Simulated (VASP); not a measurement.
Set up this calculation in VASP 6.6.1, as the native input.

| Property | Result |
| --- | --- |
| Task | single point |
| Functional | PBE |
| Potentials or basis | VASP PAW PBE potentials, release 64 (In_d, Ga_d, Sb, N) |
| Cutoff | 520 eV |
| k mesh | 6 × 4 × 2 |
| Occupations | gaussian, width 0.2 eV |
| Spin | no spin polarisation |
| Dipole correction | no |
| Further INCAR settings | ALGO = Normal; EDIFF = 1e-06; NBANDS = 46 |

The structure of In3GaSb2N2 lies in POSCAR:

```
In3GaSb2N2
1.0
    0.0000000000     -3.2390905730      0.0000000000
   -5.8453426474      0.0000000000     -0.0157654187
    0.1896250792      0.0000000000     -9.5756683532
In Ga Sb N
3 1 2 2
Direct
    0.5000000000      0.4922822260      0.1356119386
    0.5000000000      0.0509840166      0.3581125866
    0.0000000000      0.5726526317      0.8005625385
    1.0000000000      0.9883924329      0.0355221100
    0.5000000000      0.5579088134      0.4392198208
    0.0000000000      0.0745429493      0.7461767574
    1.0000000000      0.6507766365      0.0274350596
    0.5000000000      0.1124602937      0.1241591885
```

These files were run (other wordings do the same):

INCAR

```
PREC = Accurate ; ENCUT = 520
EDIFF = 1E-6 ; ISMEAR = 0
SIGMA = 0.2 ; LREAL = False
LASPH = True ; NELM = 60
ALGO = Normal ; ISIF = 2
LWAVE = False ; LCHARG = True
GGA = PE ; LELF = True
LVHAR = True ; NBANDS = 46
```

KPOINTS

```
Automatic mesh
0
Gamma
  6 4 2
```

Potentials or basis: VASP PAW PBE potentials, release 64 (In_d, Ga_d, Sb, N).

Command:

```bash
$ cat potpaw_PBE.64/In_d/POTCAR potpaw_PBE.64/Ga_d/POTCAR potpaw_PBE.64/Sb/POTCAR potpaw_PBE.64/N/POTCAR > POTCAR
$ mpirun -np 1 vasp_std > vasp.out
```

It gave:

| Property | Result |
| --- | --- |
| Pressure | -0.1 GPa |
| Largest force | 0.051 eV/Å |
| Band gap on the k mesh | zero (bands 36 and 37 overlap by 2.19 eV) |

Caveat: spin-orbit coupling is left out, which moves the levels of the heavy elements.

Wall time 2.9 min on 1 thread of Intel(R) Xeon(R) Platinum 8488C (Sapphire Rapids), with other jobs on the host, peak memory 0.39 GiB.
